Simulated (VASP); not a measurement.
# MnPtS3 (Pm-3m) in VASP: single point with PBE

Aim: the single point of MnPtS3 with PBE.

Program: VASP 6.6.1. These are calculated values, not measurements. Logs are shortened: lines on timing, memory, paths and dates and some standing lists are left out, and cuts for length are marked.

## (1) The cell of the first run

The structure is cubic, space group Pm-3m (No. 221). Conventional cell: a = 4.717 Å, b = 4.717 Å, c = 4.717 Å, α = 90.00°, β = 90.00°, γ = 90.00°. Mn (site symmetry m-3m) has 12 S at 3.34 Å and 8 Pt at 4.09 Å within 4.4 Å. Pt (site symmetry m-3m) has 6 S at 2.36 Å within 3.1 Å. Within 3.1 Å of S (site symmetry 4/mmm) lie 2 Pt at 2.36 Å.

## (2) Single point, PBE, collinear spin, ferrimagnetic start

File INCAR:

```
PREC     = Accurate       # precision mode
ENCUT    = 520            # plane-wave cutoff, eV
EDIFF    = 1E-6           # SCF threshold, eV
ISMEAR   = 0              # smearing method
SIGMA    = 0.1            # smearing width, eV
LREAL    = False          # projectors in reciprocal space
LASPH    = True           # aspherical terms in the spheres
NELM     = 150            # most SCF steps
ALGO     = Normal         # electronic algorithm
ISIF     = 2              # what is computed and relaxed
LWAVE    = False          # write WAVECAR
LCHARG   = True           # write CHGCAR
ISPIN    = 2              # spin polarisation
MAGMOM   = 5.21 -0.24 -0.17 -0.17 -0.17 # initial moments
LORBIT   = 11             # projections on sites
LMAXMIX  = 4              # l up to which the mixer works
GGA      = PE             # functional
LELF     = True           # ELF
LVHAR    = True         
NBANDS   = 32             # bands
```

File KPOINTS:

```
regular mesh
0
Gamma
  8 8 8
```

File POSCAR:

```
MnPtS3
1.0
    4.7171522459      0.0000000000      0.0000000000
    0.0000000000      4.7171522459      0.0000000000
    0.0000000000      0.0000000000      4.7171522459
Mn Pt S
1 1 3
Direct
    0.0000000000      0.0000000000      0.0000000000
    0.5000000000      0.5000000000      0.5000000000
    0.0000000000      0.5000000000      0.5000000000
    0.5000000000      0.0000000000      0.5000000000
    0.5000000000      0.5000000000      0.0000000000
```

Potentials or basis: VASP PAW PBE potentials, release 64 (Mn_pv, Pt, S).

On the command line:

```sh
$ cat potpaw_PBE.64/Mn_pv/POTCAR potpaw_PBE.64/Pt/POTCAR potpaw_PBE.64/S/POTCAR > POTCAR
$ mpirun -np 1 vasp_std > vasp.out
```

OUTCAR:

```text
PREC = Accurate
   ENCUT = 520
   EDIFF = 1E-6
   ISMEAR = 0
   LREAL = False
   LASPH = True
   NELM = 150
   ISIF = 2
   ISPIN = 2
   LORBIT = 11
   GGA = PE

 ion  position               nearest neighbor table
   1  0.000  0.000  0.000-
   2  0.500  0.500  0.500-   3 2.36   4 2.36   5 2.36   5 2.36   4 2.36   3 2.36
   3  0.000  0.500  0.500-   2 2.36   2 2.36
   4  0.500  0.000  0.500-   2 2.36   2 2.36
   5  0.500  0.500  0.000-   2 2.36   2 2.36

  LATTYP: Found a simple cubic cell.
 ALAT       =     4.7171522459

  Lattice vectors:

 A1 = (   4.7171522459,   0.0000000000,   0.0000000000)
 A2 = (   0.0000000000,   4.7171522459,   0.0000000000)
 A3 = (   0.0000000000,   0.0000000000,   4.7171522459)

Analysis of symmetry for initial positions (statically):
=====================================================================
 Subroutine PRICEL returns:
 Original cell was already a primitive cell.

 Routine SETGRP: Setting up the symmetry group for a
 simple cubic supercell.

 Subroutine GETGRP returns: Found 48 space group operations
 (whereof 48 operations were pure point group operations)
 out of a pool of 48 trial point group operations.

The static configuration has the point symmetry O_h .

Analysis of symmetry for dynamics (positions and initial velocities):
=====================================================================
 Subroutine PRICEL returns:
 Original cell was already a primitive cell.

 Routine SETGRP: Setting up the symmetry group for a
 simple cubic supercell.

 Subroutine GETGRP returns: Found 48 space group operations
 (whereof 48 operations were pure point group operations)
 out of a pool of 48 trial point group operations.

The dynamic configuration has the point symmetry O_h .

Analysis of structural, dynamic, and magnetic symmetry:
=====================================================================
 Subroutine PRICEL returns:
 Original cell was already a primitive cell.

 Routine SETGRP: Setting up the symmetry group for a
 simple cubic supercell.

 Subroutine GETGRP returns: Found 48 space group operations
 (whereof 48 operations were pure point group operations)
 out of a pool of 48 trial point group operations.

The overall configuration has the point symmetry O_h .

 Subroutine INISYM returns: Found 48 space group operations
 (whereof 48 operations are pure point group operations),
 and found     1 'primitive' translations

----------------------------------------------------------------------------------------

                                     Primitive cell

  volume of cell :     104.9638

  direct lattice vectors                    reciprocal lattice vectors
     4.717152246  0.000000000  0.000000000     0.211992310  0.000000000  0.000000000
     0.000000000  4.717152246  0.000000000     0.000000000  0.211992310  0.000000000
     0.000000000  0.000000000  4.717152246     0.000000000  0.000000000  0.211992310

  length of vectors
     4.717152246  4.717152246  4.717152246     0.211992310  0.211992310  0.211992310

  position of ions in fractional coordinates (direct lattice)
     0.000000000  0.000000000  0.000000000
     0.500000000  0.500000000  0.500000000
     0.000000000  0.500000000  0.500000000
     0.500000000  0.000000000  0.500000000
     0.500000000  0.500000000  0.000000000

  ion indices of the primitive-cell ions
   primitive index   ion index
                 1           1
                 2           2
                 3           3
                 4           4
                 5           5

----------------------------------------------------------------------------------------

 KPOINTS: regular mesh

Automatic generation of k-mesh.
 Grid dimensions read from file:
 generate k-points for:    8    8    8

 Generating k-lattice:

  Cartesian coordinates                     Fractional coordinates (reciprocal lattice)
     0.026499039  0.000000000  0.000000000     0.125000000  0.000000000  0.000000000
     0.000000000  0.026499039  0.000000000     0.000000000  0.125000000  0.000000000
     0.000000000  0.000000000  0.026499039     0.000000000  0.000000000  0.125000000

  Length of vectors
     0.026499039  0.026499039  0.026499039

  Shift w.r.t. Gamma in fractional coordinates (k-lattice)
     0.000000000  0.000000000  0.000000000

 Subroutine IBZKPT returns following result:
 ===========================================

 Found     35 irreducible k-points:

 Following reciprocal coordinates:
            Coordinates               Weight
  0.000000  0.000000  0.000000      1.000000
  0.125000  0.000000  0.000000      6.000000
  0.250000  0.000000  0.000000      6.000000
  0.375000  0.000000  0.000000      6.000000
  0.500000  0.000000  0.000000      3.000000
  0.125000  0.125000  0.000000     12.000000
[... 16 lines left out ...]
  0.375000  0.375000  0.125000     24.000000
  0.500000  0.375000  0.125000     24.000000
 [... further k-points ...]
   k-points           NKPTS =     35   k-points in BZ     NKDIM =     35   number of bands    NBANDS=     32
   number of dos      NEDOS =    301   number of ions     NIONS =      5
   total plane-waves  NPLWV =  46656
   dimension x,y,z NGX =    36 NGY =   36 NGZ =   36
   dimension x,y,z NGXF=    72 NGYF=   72 NGZF=   72
   ions per type =               1   1   3
   NGX,Y,Z   is equivalent  to a cutoff of  12.69, 12.69, 12.69 a.u.
   NGXF,Y,Z  is equivalent  to a cutoff of  25.37, 25.37, 25.37 a.u.
 SYSTEM =  unknown system
   PREC   = accura    normal or accurate (medium, high low for compatibility)
   ISTART =      0    job   : 0-new  1-cont  2-samecut
   ICHARG =      2    charge: 1-file 2-atom 10-const
   ISPIN  =      2    spin polarized calculation?
   LNONCOLLINEAR =      F non collinear calculations
   LSORBIT =      F    spin-orbit coupling
   LASPH  =      T    aspherical Exc in radial PAW
   ENCUT  =  520.0 eV  38.22 Ry    6.18 a.u.   8.77  8.77  8.77*2*pi/ulx,y,z
   NELM   =    150;   NELMIN=  2; NELMDL= -5     # of ELM steps
   EDIFF  = 0.1E-05   stopping-criterion for ELM
   LREAL  =      F    real-space projection
   EDIFFG = 0.1E-04   stopping-criterion for IOM
   NSW    =      0    number of steps for IOM
   IBRION =     -1    ionic relax: 0-MD 1-quasi-New 2-CG
   NFREE  =      0    steps in history (QN), initial steepest desc. (CG)
   ISIF   =      2    stress and relaxation
   ISYM   =      2    0-nonsym 1-usesym 2-fastsym
   POTIM  = 0.5000    time-step for ionic-motion
   TEBEG  =    0.0;   TEEND  =   0.0 temperature during run
   PSTRESS=    0.0 pullay stress
   NELECT =      41.0000    total number of electrons
   NUPDOWN=      -1.0000    fix difference up-down
   EMIN   =  10.00;   EMAX   =-10.00  energy-range for DOS
   EFERMI =   0.00;   METHOD = LEGACY
   ISMEAR =     0;   SIGMA  =   0.10  broadening in eV -4-tet -1-fermi 0-gaus
   EFERMI_NEDOS =   21; number of points for ismear=-14 and -15
   IALGO  =     38    algorithm
   IMIX   =      4    mixing-type and parameters
     AMIX     =   0.40;   BMIX     =  1.00
     AMIX_MAG =   1.60;   BMIX_MAG =  1.00
  volume/ion in A,a.u.               =      20.99       141.67
  Fermi-wavevector in a.u.,A,eV,Ry     =   1.196712  2.261457 19.485162  1.432119
  Thomas-Fermi vector in A             =   2.332645
   LORBIT       =     11    0 simple, 1 ext, 2 COOP (PROOUT), +10 PAW based schemes
   GGA     = PE    functional components
   LHFCALC =     F    Hartree Fock is set to
   AEXX    =    0.0000 exact exchange contribution
   IVDW    =     0    specifies the selected vdW correction
   LEPSILON=     F    determine dielectric tensor
   LRPA    =     F    only Hartree local field effects (RPA)
 spin polarized calculation
 Gauss-broadening in eV      SIGMA  =   0.10
  energy-cutoff  :      520.00
  volume of cell :      104.96
 maximum number of plane-waves:      2872
 NGX is ok and might be reduce to    36
   NGX = 17   NGY = 17   NGZ = 17

 number of electron      40.9999985 magnetization       4.3351394

 Free energy of the ion-electron system (eV)
  ---------------------------------------------------
  ext. energy  EPLUGINS =         0.00000000
  ---------------------------------------------------
  free energy    TOTEN  =       -24.69785860 eV

  energy without entropy =      -24.67330954  energy(sigma->0) =      -24.68558407

 E-fermi :   4.7520     XC(G=0):  -9.9564

 val. band max:        4.7460271885   @ k =   0.5000   0.0000   0.0000
 cond. band min:       4.7525907362   @ k =   0.3750   0.1250   0.1250
 fundamental gap:      0.0065635477
 Fermi energy:         4.7519787897

 spin component 1

 k-point     1 :       0.0000    0.0000    0.0000
  band No.  band energies     occupation
      1     -46.2550      1.00000
      2     -46.2550      1.00000
      3     -46.2550      1.00000
      4      -9.1563      1.00000
      5      -7.4132      1.00000
      6      -7.4132      1.00000
[... 24 lines left out ...]
     31      12.3636      0.00000
     32      12.3636      0.00000

 k-point     2 :       0.1250    0.0000    0.0000
  band No.  band energies     occupation
      1     -46.2551      1.00000
      2     -46.2551      1.00000
      3     -46.2551      1.00000
      4      -9.0911      1.00000
      5      -7.4121      1.00000
      6      -7.4081      1.00000
[... 24 lines left out ...]
     31      11.8437      0.00000
     32      12.5896      0.00000
[... 733 lines left out ...]
     31      13.3656      0.00000
     32      13.5342      0.00000

 k-point    24 :       0.5000    0.3750    0.1250
  band No.  band energies     occupation
      1     -46.2551      1.00000
      2     -46.2551      1.00000
      3     -46.2551      1.00000
      4      -8.0689      1.00000
      5      -7.3624      1.00000
      6      -7.3510      1.00000
[... 24 lines left out ...]
     31      12.6921      0.00000
     32      13.4665      0.00000

 [... further k-points ...]

 spin component 2

 k-point     1 :       0.0000    0.0000    0.0000
  band No.  band energies     occupation
      1     -41.4669      1.00000
      2     -41.4669      1.00000
      3     -41.4669      1.00000
      4      -9.2579      1.00000
      5      -7.5346      1.00000
      6      -7.5346      1.00000
[... 24 lines left out ...]
     31      13.6680      0.00000
     32      13.6681      0.00000

 k-point     2 :       0.1250    0.0000    0.0000
  band No.  band energies     occupation
      1     -41.4670      1.00000
      2     -41.4670      1.00000
      3     -41.4670      1.00000
      4      -9.1937      1.00000
      5      -7.5344      1.00000
      6      -7.5298      1.00000
[... 24 lines left out ...]
     31      12.8333      0.00000
     32      13.6698      0.00000
[... 733 lines left out ...]
     31      13.3855      0.00000
     32      13.4854      0.00000

 k-point    24 :       0.5000    0.3750    0.1250
  band No.  band energies     occupation
      1     -41.4670      1.00000
      2     -41.4670      1.00000
      3     -41.4669      1.00000
      4      -8.1855      1.00000
      5      -7.4944      1.00000
      6      -7.4814      1.00000
[... 24 lines left out ...]
     31      12.6435      0.00000
     32      13.4582      0.00000

 [... further k-points ...]

------------------------ aborting loop because EDIFF is reached ----------------------------------------

  FORCE on cell =-STRESS in cart. coord.  units (eV):
  Direction    XX          YY          ZZ          XY          YZ          ZX
  --------------------------------------------------------------------------------------
  -------------------------------------------------------------------------------------
  Total       -0.0898227     -0.0898227     -0.0898227      0.0000000      0.0000000      0.0000000
  in kB       -1.3710622     -1.3710622     -1.3710622      0.0000000      0.0000000      0.0000000
  external PRESSURE =      -1.3710622 kB  Pullay stress =       0.0000000 kB

 VOLUME and BASIS-vectors are now :
 -----------------------------------------------------------------------------
  energy-cutoff  :      520.00
  volume of cell :      104.96
      direct lattice vectors                 reciprocal lattice vectors
     4.717152246  0.000000000  0.000000000     0.211992310  0.000000000  0.000000000
     0.000000000  4.717152246  0.000000000     0.000000000  0.211992310  0.000000000
     0.000000000  0.000000000  4.717152246     0.000000000  0.000000000  0.211992310

 POSITION                                       TOTAL-FORCE (eV/Angst)
 -----------------------------------------------------------------------------------
      0.00000      0.00000      0.00000         0.000000      0.000000      0.000000
      2.35858      2.35858      2.35858         0.000000      0.000000      0.000000
      0.00000      2.35858      2.35858         0.000000      0.000000      0.000000
      2.35858      0.00000      2.35858         0.000000      0.000000      0.000000
      2.35858      2.35858      0.00000         0.000000      0.000000      0.000000
 -----------------------------------------------------------------------------------
    total drift:                                0.000000      0.000000      0.000000

  FREE ENERGIE OF THE ION-ELECTRON SYSTEM (eV)
  ---------------------------------------------------
  free  energy   TOTEN  =       -24.6978586013 eV

  energy  without entropy=      -24.6733095442  energy(sigma->0) =      -24.68558407

 total charge

# of ion       s       p       d       tot
------------------------------------------
    1        0.166   6.037   4.869  11.072
    2        0.650   0.646   8.160   9.456
    3        1.366   2.270   0.000   3.636
    4        1.366   2.270   0.000   3.636
    5        1.366   2.270   0.000   3.636
--------------------------------------------------
tot          4.913  13.492  13.029  31.435

 magnetization (x)

# of ion       s       p       d       tot
------------------------------------------
    1        0.070   0.015   4.407   4.492
    2        0.001   0.003  -0.075  -0.071
    3        0.000  -0.095   0.000  -0.094
    4        0.000  -0.095   0.000  -0.094
    5        0.000  -0.095   0.000  -0.094
--------------------------------------------------
tot          0.072  -0.266   4.332   4.138
```

Wall time 7.9 min (1 thread of AMD EPYC 7R43 (Zen 3), shared host); peak memory 0.33 GiB.

What came out:

```
Free energy                                           : -24.6979 eV
Pressure                                              : -0.1 GPa
Net moment                                            : 4.34 μB per cell
Site moments                                          : Mn +4.49; Pt -0.07; S -0.09 μB
Valence electrons inside the program's atomic spheres : Mn 11.07; Pt 9.46; S 3.64
```

Caveat: spin-orbit coupling is left out, which moves the levels of the heavy elements; a cell with one magnetic atom can't hold antiferromagnetic order, which such compounds often take; semilocal functionals often make such compounds metallic where correlation or magnetic order opens a gap, which also shifts bond lengths. With open d or f shells a metallic result of PBE can be an artefact of self-interaction; +U or a hybrid may open a gap.
